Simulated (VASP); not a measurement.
# Pt (P-1) in VASP: single point with PBE

Aim: the single point of Pt with PBE.

Program: VASP 6.6.1. These are calculated values, not measurements. Logs are shortened: lines on timing, memory, paths and dates and some standing lists are left out, and cuts for length are marked.

### 1 The cell of the first run

The typed cell holds 2 atoms: a = 4.238 Å, b = 4.061 Å, c = 4.200 Å, α = 58.88°, β = 58.65°, γ = 58.43°.

### 2 Single point, PBE

Input file INCAR:

```
ALGO = Normal
EDIFF = 1E-6
ENCUT = 500
GGA = PE
GGA_COMPAT = F
ISIF = 2
ISMEAR = -1
LASPH = T
LCHARG = F
LREAL = F
LWAVE = F
NBANDS = 17
NELM = 120
PREC = Accurate
SIGMA = 0.15
```

Input file KPOINTS:

```
Automatic mesh
0
Gamma
  2 2 2
  0.5 0.5 0.5
```

Input file POSCAR:

```
Pt
1.0
   -3.0181590000      0.0259260000      2.9753980000
   -0.1146320000      2.8533410000      2.8866920000
   -3.0074460000      2.9313330000      0.0366400000
Pt
2
Direct
    0.4563648489      0.0093876340      0.5739516472
    0.6609021511      0.3749823660      0.7679103528
```

Potentials or basis: VASP PAW PBE potentials, release 64 (Pt).

Run with:

```console
> cat potpaw_PBE.64/Pt/POTCAR > POTCAR
> mpirun -np 1 vasp_std > vasp.out
```

OUTCAR:

```text
EDIFF = 1E-6
   ENCUT = 500
   GGA = PE
   ISIF = 2
   ISMEAR = -1
   LASPH = T
   LREAL = F
   NELM = 120
   PREC = Accurate

 ion  position               nearest neighbor table
   1  0.456  0.009  0.574-   2 2.07   2 2.64   2 2.72   2 2.74
   2  0.661  0.375  0.768-   1 2.07   1 2.64   1 2.72   1 2.74

  Warning from LATTYP: Got some problem with cell dimensions!
  Tried to take original basis but could not verify dimensions!
  LATTYP: Found a triclinic cell.
 ALAT       =     4.0616809320
 B/A-ratio  =     1.0174432572
 C/A-ratio  =     0.9997100329
 COS(alpha) =     0.0115851371
 COS(beta)  =     0.4652472466
 COS(gamma) =     0.5106471141

  Lattice vectors:

 A1 = (  -2.8928140000,   0.0779920000,  -2.8500520000)
 A2 = (   0.0107130000,   2.9054070000,  -2.9387580000)
 A3 = (   0.1146320000,  -2.8533410000,  -2.8866920000)

Analysis of symmetry for initial positions (statically):
=====================================================================
 Subroutine PRICEL returns:
 Original cell was already a primitive cell.

 Routine SETGRP: Setting up the symmetry group for a
 triclinic supercell.

 Subroutine GETGRP returns: Found  2 space group operations
 (whereof  1 operations were pure point group operations)
 out of a pool of  2 trial point group operations.

The static configuration has the point symmetry C_1 .
 The point group associated with its full space group is S_2 .

Analysis of symmetry for dynamics (positions and initial velocities):
=====================================================================
 Subroutine PRICEL returns:
 Original cell was already a primitive cell.

 Routine SETGRP: Setting up the symmetry group for a
 triclinic supercell.

 Subroutine GETGRP returns: Found  2 space group operations
 (whereof  1 operations were pure point group operations)
 out of a pool of  2 trial point group operations.

The dynamic configuration has the point symmetry C_1 .
 The point group associated with its full space group is S_2 .

 Subroutine INISYM returns: Found  2 space group operations
 (whereof  1 operations are pure point group operations),
 and found     1 'primitive' translations

----------------------------------------------------------------------------------------

                                     Primitive cell

  volume of cell :      49.5316

  direct lattice vectors                    reciprocal lattice vectors
    -3.018159000  0.025926000  2.975398000    -0.168726808 -0.175188564  0.166464320
    -0.114632000  2.853341000  2.886692000     0.176068047  0.178426764  0.177043699
    -3.007446000  2.931333000  0.036640000    -0.169891229  0.169011687 -0.173805501

  length of vectors
     4.238271955  4.060503178  4.199855603     0.294737406  0.306888479  0.296034343

  position of ions in fractional coordinates (direct lattice)
     0.456364849  0.009387634  0.573951647
     0.660902151  0.374982366  0.767910353

  ion indices of the primitive-cell ions
   primitive index   ion index
                 1           1
                 2           2

----------------------------------------------------------------------------------------

 KPOINTS: Automatic mesh

Automatic generation of k-mesh.
 Grid dimensions read from file:
 generate k-points for:    2    2    2

 Generating k-lattice:

  Cartesian coordinates                     Fractional coordinates (reciprocal lattice)
    -0.084363404 -0.087594282  0.083232160     0.500000000  0.000000000  0.000000000
     0.088034024  0.089213382  0.088521850     0.000000000  0.500000000  0.000000000
    -0.084945615  0.084505844 -0.086902750     0.000000000  0.000000000  0.500000000

  Length of vectors
     0.147368703  0.153444240  0.148017171

  Shift w.r.t. Gamma in fractional coordinates (k-lattice)
     0.500000000  0.500000000  0.500000000

 Subroutine IBZKPT returns following result:
 ===========================================

 Found      4 irreducible k-points:

 Following reciprocal coordinates:
            Coordinates               Weight
  0.250000  0.250000  0.250000      2.000000
 -0.250000  0.250000  0.250000      2.000000
  0.250000 -0.250000  0.250000      2.000000
 -0.250000 -0.250000  0.250000      2.000000
   k-points           NKPTS =      4   k-points in BZ     NKDIM =      4   number of bands    NBANDS=     17
   number of dos      NEDOS =    301   number of ions     NIONS =      2
   total plane-waves  NPLWV =  30720
   dimension x,y,z NGX =    32 NGY =   30 NGZ =   32
   dimension x,y,z NGXF=    64 NGYF=   60 NGZF=   64
   ions per type =               2
   NGX,Y,Z   is equivalent  to a cutoff of  12.55, 12.28, 12.67 a.u.
   NGXF,Y,Z  is equivalent  to a cutoff of  25.10, 24.57, 25.33 a.u.
 SYSTEM =  unknown system
   PREC   = accura    normal or accurate (medium, high low for compatibility)
   ISTART =      0    job   : 0-new  1-cont  2-samecut
   ICHARG =      2    charge: 1-file 2-atom 10-const
   ISPIN  =      1    spin polarized calculation?
   LNONCOLLINEAR =      F non collinear calculations
   LSORBIT =      F    spin-orbit coupling
   LASPH  =      T    aspherical Exc in radial PAW
   ENCUT  =  500.0 eV  36.75 Ry    6.06 a.u.   7.73  7.40  7.66*2*pi/ulx,y,z
   NELM   =    120;   NELMIN=  2; NELMDL= -5     # of ELM steps
   EDIFF  = 0.1E-05   stopping-criterion for ELM
   LREAL  =      F    real-space projection
   EDIFFG = 0.1E-04   stopping-criterion for IOM
   NSW    =      0    number of steps for IOM
   IBRION =     -1    ionic relax: 0-MD 1-quasi-New 2-CG
   NFREE  =      0    steps in history (QN), initial steepest desc. (CG)
   ISIF   =      2    stress and relaxation
   ISYM   =      2    0-nonsym 1-usesym 2-fastsym
   POTIM  = 0.5000    time-step for ionic-motion
   TEBEG  =    0.0;   TEEND  =   0.0 temperature during run
   PSTRESS=    0.0 pullay stress
   NELECT =      20.0000    total number of electrons
   NUPDOWN=      -1.0000    fix difference up-down
   EMIN   =  10.00;   EMAX   =-10.00  energy-range for DOS
   EFERMI =   0.00;   METHOD = LEGACY
   ISMEAR =    -1;   SIGMA  =   0.15  broadening in eV -4-tet -1-fermi 0-gaus
   EFERMI_NEDOS =   21; number of points for ismear=-14 and -15
   IALGO  =     38    algorithm
   IMIX   =      4    mixing-type and parameters
     AMIX     =   0.40;   BMIX     =  1.00
     AMIX_MAG =   1.60;   BMIX_MAG =  1.00
  volume/ion in A,a.u.               =      24.77       167.13
  Fermi-wavevector in a.u.,A,eV,Ry     =   1.210015  2.286597 19.920779  1.464136
  Thomas-Fermi vector in A             =   2.345575
   LORBIT       =      0    0 simple, 1 ext, 2 COOP (PROOUT), +10 PAW based schemes
   GGA     = PE    functional components
   LHFCALC =     F    Hartree Fock is set to
   AEXX    =    0.0000 exact exchange contribution
   IVDW    =     0    specifies the selected vdW correction
   LEPSILON=     F    determine dielectric tensor
   LRPA    =     F    only Hartree local field effects (RPA)
 non-spin polarized calculation
  energy-cutoff  :      500.00
  volume of cell :       49.53
 maximum number of plane-waves:      1267
 NGX is ok and might be reduce to    30
   NGX = 15   NGY = 15   NGZ = 15

 number of electron      19.9999999 magnetization

 Free energy of the ion-electron system (eV)
  ---------------------------------------------------
  ext. energy  EPLUGINS =         0.00000000
  ---------------------------------------------------
  free energy    TOTEN  =        -8.12374246 eV

  energy without entropy =       -7.87126619  energy(sigma->0) =       -7.99750433

 E-fermi :   4.9043     XC(G=0): -10.2165

 val. band max:        4.6947439948   @ k =  -0.2500   0.2500   0.2500
 cond. band min:       5.0751880973   @ k =   0.2500  -0.2500   0.2500
 fundamental gap:      0.3804441025
 Fermi energy:         4.9043103166

 k-point     1 :       0.2500    0.2500    0.2500
  band No.  band energies     occupation
      1      -1.8257      2.00000
      2      -0.7188      2.00000
      3      -0.4479      2.00000
      4      -0.1929      2.00000
      5       0.8850      2.00000
      6       1.3143      2.00000
      7       2.4868      2.00000
      8       3.1616      1.99998
      9       3.4913      1.99984
     10       4.5395      1.83850
     11       4.5806      1.79281
     12       9.3537      0.00000
     13      13.4539      0.00000
     14      14.4444      0.00000
     15      14.7892      0.00000
     16      16.6529      0.00000
     17      17.1026      0.00000

 k-point     2 :      -0.2500    0.2500    0.2500
  band No.  band energies     occupation
      1      -1.6229      2.00000
      2      -0.7299      2.00000
      3      -0.6615      2.00000
      4       0.7560      2.00000
      5       1.1298      2.00000
      6       1.9137      2.00000
      7       2.5618      2.00000
      8       2.8304      2.00000
      9       4.2928      1.96665
     10       4.6947      1.60345
     11       5.1516      0.32261
     12       5.9762      0.00157
     13       9.4026      0.00000
     14      11.0926      0.00000
     15      13.9485      0.00000
     16      16.5469      0.00000
     17      18.6503      0.00000

 k-point     3 :       0.2500   -0.2500    0.2500
  band No.  band energies     occupation
      1      -1.7230      2.00000
      2      -0.8511      2.00000
      3      -0.6124      2.00000
      4       0.9414      2.00000
      5       0.9850      2.00000
      6       1.6021      2.00000
      7       2.7081      2.00000
      8       2.8632      2.00000
      9       4.0160      1.99466
     10       5.0752      0.48494
     11       5.3654      0.08841
     12       6.8166      0.00001
     13       8.9298      0.00000
     14      10.1306      0.00000
     15      14.1223      0.00000
     16      17.2768      0.00000
     17      18.7981      0.00000

 k-point     4 :      -0.2500   -0.2500    0.2500
  band No.  band energies     occupation
      1      -1.6097      2.00000
      2      -0.6938      2.00000
      3      -0.6613      2.00000
      4       0.7114      2.00000
      5       1.1561      2.00000
      6       1.9754      2.00000
      7       2.4616      2.00000
      8       2.8670      2.00000
      9       4.2244      1.97873
     10       4.6831      1.62749
     11       5.1651      0.29898
     12       5.9950      0.00139
     13       9.3402      0.00000
     14      11.0566      0.00000
     15      14.0291      0.00000
     16      16.8021      0.00000
     17      18.5483      0.00000

------------------------ aborting loop because EDIFF is reached ----------------------------------------

  FORCE on cell =-STRESS in cart. coord.  units (eV):
  Direction    XX          YY          ZZ          XY          YZ          ZX
  --------------------------------------------------------------------------------------
  -------------------------------------------------------------------------------------
  Total        5.3904522      5.7679953      5.4596771      9.4143616      8.3801100      9.1192919
  in kB      174.3626288    186.5748519    176.6018160    304.5222890    271.0677973    294.9777940
  external PRESSURE =     179.1797656 kB  Pullay stress =       0.0000000 kB

 VOLUME and BASIS-vectors are now :
 -----------------------------------------------------------------------------
  energy-cutoff  :      500.00
  volume of cell :       49.53
      direct lattice vectors                 reciprocal lattice vectors
    -3.018159000  0.025926000  2.975398000    -0.168726808 -0.175188564  0.166464320
    -0.114632000  2.853341000  2.886692000     0.176068047  0.178426764  0.177043699
    -3.007446000  2.931333000  0.036640000    -0.169891229  0.169011687 -0.173805501

 POSITION                                       TOTAL-FORCE (eV/Angst)
 -----------------------------------------------------------------------------------
     -3.10459      1.72106      1.40600         6.421498      6.604708      6.529171
     -4.34714      3.33809      3.07704        -6.421498     -6.604708     -6.529171
 -----------------------------------------------------------------------------------
    total drift:                                0.000001      0.000001      0.000000

  FREE ENERGIE OF THE ION-ELECTRON SYSTEM (eV)
  ---------------------------------------------------
  free  energy   TOTEN  =        -8.1237424625 eV

  energy  without entropy=       -7.8712661934  energy(sigma->0) =       -7.99750433
```

It took 6.7 s on 1 thread of Intel Xeon Platinum 8375C at 2.90GHz (Ice Lake), shared host; peak memory 0.17 GiB.

What came out:

```
Free energy            : -8.1237 eV
Pressure               : 17.9 GPa
Largest force          : 11.291 eV/Å
Band gap on the k mesh : zero (band 10 reaches 5.08 eV, above the bottom of band 11 at 4.58 eV)
```

Forces in eV/Å, atoms in the order of the input:
```
Pt   6.421  6.605  6.529
Pt  -6.421 -6.605 -6.529
```

Stress tensor (GPa, compression positive):
```
17.44 30.45 29.50
30.45 18.66 27.11
29.50 27.11 17.66
```

Levels at points of the mesh, in eV from the Fermi level:
| k point | band 6 | band 7 | band 8 | band 9 | band 10 | band 11 | band 12 | band 13 | band 14 | band 15 |
| --- | --- | --- | --- | --- | --- | --- | --- | --- | --- | --- |
| (0.25, 0.25, 0.25) | -3.59 | -2.42 | -1.74 | -1.41 | -0.36 | -0.32 | 4.45 | 8.55 | 9.54 | 9.88 |

Caveat: the k points lie up to 0.96 Å⁻¹ apart; spin-orbit coupling is left out, which moves the levels of the heavy elements; forces of over 1 eV/Å act on the atoms, so gaps and moduli don't describe the material at rest.
